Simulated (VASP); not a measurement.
Runs of VASP 6.6.1 on Mo. The structure is that of space group Im-3m (No. 229), or close to it. The cells are those of the table. 

```tsv
cell	k mesh	cutoff (eV)	smearing	gap on the mesh (eV)	pressure (GPa)
a = 3.129, b = 6.997, c = 2.710 Å, angles 140.8, 54.7, 90.0°, 1 atom	11 × 5 × 48	520	gaussian 0.1 eV	none	0.7
a = 2.711 Å, angles 109.5°, 1 atom	20 × 20 × 20	500	fermi-dirac 0.15 eV	none	(a)
a = 4.426, b = 4.426, c = 2.710 Å, angles 90.0, 35.3, 120.0°, 1 atom	9 × 9 × 37	520	gaussian 0.1 eV	none	0.5
a = 2.710 Å, angles 70.5, 70.5, 109.5°, 1 atom	13 × 13 × 15	520	gaussian 0.1 eV	none	0.4
```

Alike in all rows: level PBEsol; potentials or basis VASP PAW PBE potentials, release 64 (Mo_sv); no spin polarisation.

Estimate the missing entries.

(a) 0.6.

Caveats: the PAW data sets were made with another functional, which shifts forces and pressure a little.

A k mesh can miss the band edges, and the runs leave out spin-orbit coupling on Mo.

A gap of «none» marks levels without a gap at the run's occupations.
